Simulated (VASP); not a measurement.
Input of a VASP 6.6.1 run:

INCAR

```
ALGO = Normal
EDIFF = 1E-6
ENCUT = 520
GGA = PE
ISIF = 2
ISMEAR = 0
LASPH = T
LCHARG = F
LREAL = F
LWAVE = F
NBANDS = 20
NELM = 60
PREC = Accurate
SIGMA = 0.1
```

Contents of KPOINTS:

```
k-points
0
Gamma
  6 6 4
```

The input POSCAR:

```
Cu2H3
1.0
    3.6026154000      0.0000000000      0.0000000000
    0.0000000000      3.6026154000      0.0000000000
    0.0000000000      0.0000000000      4.6011904200
Cu H
2 3
Direct
    0.0000000000      0.5000000000      0.5000000000
    0.5000000000      0.0000000000      0.5000000000
    0.0000000000      0.5000000000      0.0000000000
    0.5000000000      0.0000000000      0.0000000000
    0.5000000000      0.5000000000      0.5000000000
```

Potentials or basis: VASP PAW PBE potentials, release 64 (Cu, H).

The run is started by

```console
$ cat potpaw_PBE.64/Cu/POTCAR potpaw_PBE.64/H/POTCAR > POTCAR
$ mpirun -np 1 vasp_std > vasp.out
```

Q: Estimate the pressure.

A: -11.4 GPa.

Q: Estimate the band gap on the k mesh.

A: Zero (an odd number of electrons rules out a gap without spin polarisation).

Stress tensor (GPa, compression positive):
```
 -5.21   0.00   0.00
  0.00  -5.21   0.00
  0.00   0.00 -23.92
```

Caveat: the stress differs along the axes, from -24 to -5 GPa.
